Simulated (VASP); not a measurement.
# Mo (P6_3/mmc) in VASP: single point with r2SCAN

Aim: the single point of Mo with r2SCAN.

Program: VASP 6.6.1. These are calculated values, not measurements. Logs are shortened: lines on timing, memory, paths and dates and some standing lists are left out, and cuts for length are marked.

### Step 1. The cell of the first run

Symmetry: P6_3/mmc, No. 194, hexagonal system. Conventional cell: a = 2.749 Å, b = 2.749 Å, c = 9.734 Å, α = 90.00°, β = 90.00°, γ = 120.00°. Mo (site symmetry -3m) has 12 Mo at 2.75 to 2.91 Å within 3.6 Å. Within 3.6 Å of Mo (site symmetry -6m2) lie 12 Mo at 2.75 to 2.91 Å.

This isn't the form of Mo at room conditions, which is bcc.

### Step 2. Single point, r2SCAN

POSCAR

```
Mo
1.0
    2.7493270326      0.0000000000      0.0000000000
   -1.3746635163      2.3809870536      0.0000000000
    0.0000000000      0.0000000000      9.7336117403
Mo
4
Direct
    0.0000000000      0.0000000000      0.0000000000
    0.0000000000      0.0000000000      0.5000000000
    0.3333333333      0.6666666667      0.7500000000
    0.6666666667      0.3333333333      0.2500000000
```

INCAR.step1

```
ALGO     = Normal         # electronic algorithm
EDIFF    = 1E-4           # SCF threshold, eV
ENCUT    = 520            # plane-wave cutoff, eV
GGA      = PE             # functional
ISMEAR   = 0              # smearing method
LASPH    = T              # aspherical terms in the spheres
LCHARG   = F              # write CHGCAR
LREAL    = F              # projectors in reciprocal space
LWAVE    = T              # write WAVECAR
NBANDS   = 36             # bands
NELM     = 80             # most SCF steps
PREC     = Accurate       # precision mode
SIGMA    = 0.1            # smearing width, eV
```

INCAR.step2

```
ALGO     = Normal         # electronic algorithm
EDIFF    = 1E-6           # SCF threshold, eV
ENCUT    = 520            # plane-wave cutoff, eV
ISIF     = 2              # what is computed and relaxed
ISMEAR   = 0              # smearing method
ISTART   = 1            
LASPH    = T              # aspherical terms in the spheres
LCHARG   = F              # write CHGCAR
LMIXTAU  = T            
LREAL    = F              # projectors in reciprocal space
LWAVE    = F              # write WAVECAR
METAGGA  = R2SCAN         # meta-GGA
NBANDS   = 36             # bands
NELM     = 80             # most SCF steps
PREC     = Accurate       # precision mode
SIGMA    = 0.1            # smearing width, eV
```

KPOINTS

```
k-points
0
Gamma
  21 21 6
```

Potentials or basis: VASP PAW PBE potentials, release 64 (Mo_sv).

Command:

```sh
$ cat potpaw_PBE.64/Mo_sv/POTCAR > POTCAR
$ cp INCAR.step1 INCAR
$ mpirun -np 1 vasp_std > vasp.out
$ cp INCAR.step2 INCAR
$ mpirun -np 1 vasp_std > vasp.out
```

OUTCAR:

```text
EDIFF = 1E-6
   ENCUT = 520
   ISIF = 2
   ISMEAR = 0
   ISTART = 1
   LASPH = T
   LREAL = F
   METAGGA = R2SCAN
   NELM = 80
   PREC = Accurate

 ion  position               nearest neighbor table
   1  0.000  0.000  0.000-   3 2.91   4 2.91   4 2.91   3 2.91   4 2.91   3 2.91
   2  0.000  0.000  0.500-   3 2.91   4 2.91   4 2.91   3 2.91   4 2.91   3 2.91
   3  0.333  0.667  0.750-   1 2.91   2 2.91   1 2.91   2 2.91   1 2.91   2 2.91
   4  0.667  0.333  0.250-   1 2.91   2 2.91   1 2.91   2 2.91   1 2.91   2 2.91

  LATTYP: Found a hexagonal cell.
 ALAT       =     2.7493270326
 C/A-ratio  =     3.5403615594

  Lattice vectors:

 A1 = (   2.7493270326,   0.0000000000,   0.0000000000)
 A2 = (  -1.3746635163,   2.3809870536,   0.0000000000)
 A3 = (   0.0000000000,   0.0000000000,   9.7336117403)

Analysis of symmetry for initial positions (statically):
=====================================================================
 Subroutine PRICEL returns:
 Original cell was already a primitive cell.

 Routine SETGRP: Setting up the symmetry group for a
 hexagonal supercell.

 Subroutine GETGRP returns: Found 24 space group operations
 (whereof 12 operations were pure point group operations)
 out of a pool of 24 trial point group operations.

The static configuration has the point symmetry D_3d.
 The point group associated with its full space group is D_6h.

Analysis of symmetry for dynamics (positions and initial velocities):
=====================================================================
 Subroutine PRICEL returns:
 Original cell was already a primitive cell.

 Routine SETGRP: Setting up the symmetry group for a
 hexagonal supercell.

 Subroutine GETGRP returns: Found 24 space group operations
 (whereof 12 operations were pure point group operations)
 out of a pool of 24 trial point group operations.

The dynamic configuration has the point symmetry D_3d.
 The point group associated with its full space group is D_6h.

 Subroutine INISYM returns: Found 24 space group operations
 (whereof 12 operations are pure point group operations),
 and found     1 'primitive' translations

----------------------------------------------------------------------------------------

                                     Primitive cell

  volume of cell :      63.7173

  direct lattice vectors                    reciprocal lattice vectors
     2.749327033  0.000000000  0.000000000     0.363725373  0.209996942  0.000000000
    -1.374663516  2.380987054  0.000000000     0.000000000  0.419993884  0.000000000
     0.000000000  0.000000000  9.733611740     0.000000000  0.000000000  0.102736787

  length of vectors
     2.749327033  2.749327033  9.733611740     0.419993884  0.419993884  0.102736787

  position of ions in fractional coordinates (direct lattice)
     0.000000000  0.000000000  0.000000000
     0.000000000  0.000000000  0.500000000
     0.333333333  0.666666667  0.750000000
     0.666666667  0.333333333  0.250000000

  ion indices of the primitive-cell ions
   primitive index   ion index
                 1           1
                 2           2
                 3           3
                 4           4

----------------------------------------------------------------------------------------

 KPOINTS: k-points

Automatic generation of k-mesh.
 Grid dimensions read from file:
 generate k-points for:   21   21    6

 Generating k-lattice:

  Cartesian coordinates                     Fractional coordinates (reciprocal lattice)
     0.017320256  0.009999854  0.000000000     0.047619048 -0.000000000  0.000000000
     0.000000000  0.019999709  0.000000000     0.000000000  0.047619048  0.000000000
     0.000000000  0.000000000  0.017122798     0.000000000  0.000000000  0.166666667

  Length of vectors
     0.019999709  0.019999709  0.017122798

  Shift w.r.t. Gamma in fractional coordinates (k-lattice)
     0.000000000  0.000000000  0.000000000

 Subroutine IBZKPT returns following result:
 ===========================================

 Found    192 irreducible k-points:

 Following reciprocal coordinates:
            Coordinates               Weight
  0.000000  0.000000  0.000000      1.000000
  0.047619 -0.000000  0.000000      6.000000
  0.095238  0.000000  0.000000      6.000000
  0.142857  0.000000  0.000000      6.000000
  0.190476  0.000000  0.000000      6.000000
  0.238095 -0.000000  0.000000      6.000000
[... 16 lines left out ...]
  0.142857  0.095238  0.000000     12.000000
  0.190476  0.095238  0.000000     12.000000
 [... further k-points ...]
   k-points           NKPTS =    192   k-points in BZ     NKDIM =    192   number of bands    NBANDS=     36
   number of dos      NEDOS =    301   number of ions     NIONS =      4
   total plane-waves  NPLWV =  28800
   dimension x,y,z NGX =    20 NGY =   20 NGZ =   72
   dimension x,y,z NGXF=    40 NGYF=   40 NGZF=  144
   ions per type =               4
   NGX,Y,Z   is equivalent  to a cutoff of  12.09, 12.09, 12.30 a.u.
   NGXF,Y,Z  is equivalent  to a cutoff of  24.19, 24.19, 24.59 a.u.
 SYSTEM =  unknown system
   PREC   = accura    normal or accurate (medium, high low for compatibility)
   ISTART =      1    job   : 0-new  1-cont  2-samecut
   ICHARG =      0    charge: 1-file 2-atom 10-const
   ISPIN  =      1    spin polarized calculation?
   LNONCOLLINEAR =      F non collinear calculations
   LSORBIT =      F    spin-orbit coupling
   LASPH  =      T    aspherical Exc in radial PAW
   ENCUT  =  520.0 eV  38.22 Ry    6.18 a.u.   5.11  5.11 18.10*2*pi/ulx,y,z
   NELM   =     80;   NELMIN=  2; NELMDL=  0     # of ELM steps
   EDIFF  = 0.1E-05   stopping-criterion for ELM
   LREAL  =      F    real-space projection
   EDIFFG = 0.1E-04   stopping-criterion for IOM
   NSW    =      0    number of steps for IOM
   IBRION =     -1    ionic relax: 0-MD 1-quasi-New 2-CG
   NFREE  =      0    steps in history (QN), initial steepest desc. (CG)
   ISIF   =      2    stress and relaxation
   ISYM   =      2    0-nonsym 1-usesym 2-fastsym
   POTIM  = 0.5000    time-step for ionic-motion
   TEBEG  =    0.0;   TEEND  =   0.0 temperature during run
   PSTRESS=    0.0 pullay stress
   NELECT =      56.0000    total number of electrons
   NUPDOWN=      -1.0000    fix difference up-down
   EMIN   =  10.00;   EMAX   =-10.00  energy-range for DOS
   EFERMI =   0.00;   METHOD = LEGACY
   ISMEAR =     0;   SIGMA  =   0.10  broadening in eV -4-tet -1-fermi 0-gaus
   EFERMI_NEDOS =   21; number of points for ismear=-14 and -15
   IALGO  =     38    algorithm
   IMIX   =      4    mixing-type and parameters
     AMIX     =   0.40;   BMIX     =  1.00
     AMIX_MAG =   1.60;   BMIX_MAG =  1.00
  volume/ion in A,a.u.               =      15.93       107.50
  Fermi-wavevector in a.u.,A,eV,Ry     =   1.568141  2.963356 33.457613  2.459065
  Thomas-Fermi vector in A             =   2.670216
   LORBIT       =      0    0 simple, 1 ext, 2 COOP (PROOUT), +10 PAW based schemes
   METAGGA = R2SCAN    functional components
   LHFCALC =     F    Hartree Fock is set to
   AEXX    =    0.0000 exact exchange contribution
   IVDW    =     0    specifies the selected vdW correction
   LEPSILON=     F    determine dielectric tensor
   LRPA    =     F    only Hartree local field effects (RPA)
 non-spin polarized calculation
 Gauss-broadening in eV      SIGMA  =   0.10
  energy-cutoff  :      520.00
  volume of cell :       63.72
 maximum number of plane-waves:      1730
   NGX = 11   NGY = 11   NGZ = 37

 number of electron      56.0000006 magnetization

 Free energy of the ion-electron system (eV)
  ---------------------------------------------------
  ext. energy  EPLUGINS =         0.00000000
  ---------------------------------------------------
  free energy    TOTEN  =      -102.40044180 eV

  energy without entropy =     -102.38021939  energy(sigma->0) =     -102.39033059

 E-fermi :  11.9641     XC(G=0): -14.4884

 val. band max:       11.9550825334   @ k =   0.2857   0.0952   0.3333
 cond. band min:      11.9672199906   @ k =   0.2381   0.1429   0.3333
 fundamental gap:      0.0121374572
 Fermi energy:        11.9640783566

 k-point     1 :       0.0000    0.0000    0.0000
  band No.  band energies     occupation
      1     -50.8481      2.00000
      2     -50.7711      2.00000
      3     -50.7410      2.00000
      4     -50.6623      2.00000
      5     -24.7312      2.00000
      6     -24.1719      2.00000
[... 28 lines left out ...]
     35      14.4971      0.00000
     36      14.4971      0.00000

 k-point     2 :       0.0476   -0.0000    0.0000
  band No.  band energies     occupation
      1     -50.8423      2.00000
      2     -50.7661      2.00000
      3     -50.7360      2.00000
      4     -50.6582      2.00000
      5     -24.7208      2.00000
      6     -24.1697      2.00000
[... 28 lines left out ...]
     35      14.5170      0.00000
     36      14.5573      0.00000

 k-point     3 :       0.0952    0.0000    0.0000
  band No.  band energies     occupation
      1     -50.8251      2.00000
      2     -50.7514      2.00000
      3     -50.7214      2.00000
      4     -50.6462      2.00000
      5     -24.6904      2.00000
      6     -24.1643      2.00000
[... 28 lines left out ...]
     35      14.5369      0.00000
     36      14.6873      0.00000

 k-point     4 :       0.1429    0.0000    0.0000
  band No.  band energies     occupation
      1     -50.7979      2.00000
      2     -50.7284      2.00000
      3     -50.6984      2.00000
      4     -50.6276      2.00000
      5     -24.6416      2.00000
      6     -24.1613      2.00000
[... 28 lines left out ...]
     35      14.5237      0.00000
     36      14.7618      0.00000

 k-point     5 :       0.1905    0.0000    0.0000
  band No.  band energies     occupation
      1     -50.7628      2.00000
      2     -50.6990      2.00000
      3     -50.6689      2.00000
      4     -50.6040      2.00000
      5     -24.5772      2.00000
      6     -24.1736      2.00000
[... 655 lines left out ...]
 k-point    22 :       0.0952    0.0952    0.0000
  band No.  band energies     occupation
      1     -50.7824      2.00000
      2     -50.7154      2.00000
      3     -50.6853      2.00000
      4     -50.6171      2.00000
      5     -24.6132      2.00000
      6     -24.1632      2.00000
[... 28 lines left out ...]
     35      14.4653      0.00000
     36      14.7117      0.00000

 k-point    23 :       0.1429    0.0952    0.0000
  band No.  band energies     occupation
      1     -50.7486      2.00000
      2     -50.6872      2.00000
      3     -50.6571      2.00000
      4     -50.5947      2.00000
      5     -24.5503      2.00000
      6     -24.1835      2.00000
[... 28 lines left out ...]
     35      14.3967      0.00000
     36      14.7075      0.00000

 k-point    24 :       0.1905    0.0952    0.0000
  band No.  band energies     occupation
      1     -50.7097      2.00000
      2     -50.6553      2.00000
      3     -50.6252      2.00000
      4     -50.5699      2.00000
      5     -24.4766      2.00000
      6     -24.2534      2.00000
[... 28 lines left out ...]
     35      14.4357      0.00000
     36      14.9195      0.00000

 [... further k-points ...]
[... 5 lines left out ...]
  --------------------------------------------------------------------------------------
  -------------------------------------------------------------------------------------
  Total        0.4132556      0.4132556      0.3392509     -0.0000000      0.0000000      0.0000000
  in kB       10.3913476     10.3913476      8.5304926     -0.0000000      0.0000000      0.0000000
  external PRESSURE =       9.7710626 kB  Pullay stress =       0.0000000 kB

 VOLUME and BASIS-vectors are now :
 -----------------------------------------------------------------------------
  energy-cutoff  :      520.00
  volume of cell :       63.72
      direct lattice vectors                 reciprocal lattice vectors
     2.749327033  0.000000000  0.000000000     0.363725373  0.209996942  0.000000000
    -1.374663516  2.380987054  0.000000000     0.000000000  0.419993884  0.000000000
     0.000000000  0.000000000  9.733611740     0.000000000  0.000000000  0.102736787

 POSITION                                       TOTAL-FORCE (eV/Angst)
 -----------------------------------------------------------------------------------
      0.00000      0.00000      0.00000        -0.000000     -0.000000      0.000000
      0.00000      0.00000      4.86681        -0.000000     -0.000000      0.000000
     -0.00000      1.58732      7.30021         0.000000      0.000000      0.000000
      1.37466      0.79366      2.43340        -0.000000      0.000000     -0.000000
 -----------------------------------------------------------------------------------
    total drift:                                0.000000     -0.000000      0.000000

  FREE ENERGIE OF THE ION-ELECTRON SYSTEM (eV)
  ---------------------------------------------------
  free  energy   TOTEN  =      -102.4004417958 eV

  energy  without entropy=     -102.3802193852  energy(sigma->0) =     -102.39033059
```

Wall time 15 min (1 thread of AMD EPYC 9R45 (Zen 5), shared host); peak memory 0.38 GiB.

Results:

* Free energy: -102.4004 eV
* Pressure: 1.0 GPa
* Band gap on the k mesh: zero (bands 28 and 29 overlap by 1.97 eV)

Stress tensor (GPa, compression positive):
```
1.04 0.00 0.00
0.00 1.04 0.00
0.00 0.00 0.85
```

Caveat: the PAW data sets were made with another functional, which shifts forces and pressure a little.
